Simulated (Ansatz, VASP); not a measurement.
# Two plane-wave programs on Ba

```
CELL_PARAMETERS angstrom
5.12760 0.00000 0.00000
0.00000 5.12760 0.00000
0.00000 0.00000 4.86441
ATOMIC_POSITIONS crystal
Ba 0.50000 0.00000 0.25045
Ba 0.00000 0.50000 0.74955
```

Alike in both runs: functional PBE; k mesh 4 × 4 × 4; occupations gaussian, width 0.1 eV; no spin polarisation.

Ansatz relaxed the structure, and its values are those at the end. VASP's run is a single point on that final structure, the one shown.

```csv
,VASP,Ansatz
version,VASP 6.6.1,Ansatz 0.2.0
potentials or method,"VASP PAW PBE potentials, release 64 (Ba_sv), cutoff 520 eV","scalar-relativistic, plane waves, PAW"
valence electrons in the cell,20,20
```

```csv
,VASP,Ansatz,Ansatz less VASP
gap on the k mesh at the Fermi level (eV),none,none,-
pressure (GPa),-0.1,-0.1,-0.04
rms of the force components (eV/Å),0.003,0.003,0.0000
```

A gap of «none» marks a metal or a gap that the smearing closes.

Spin-orbit coupling is off throughout.
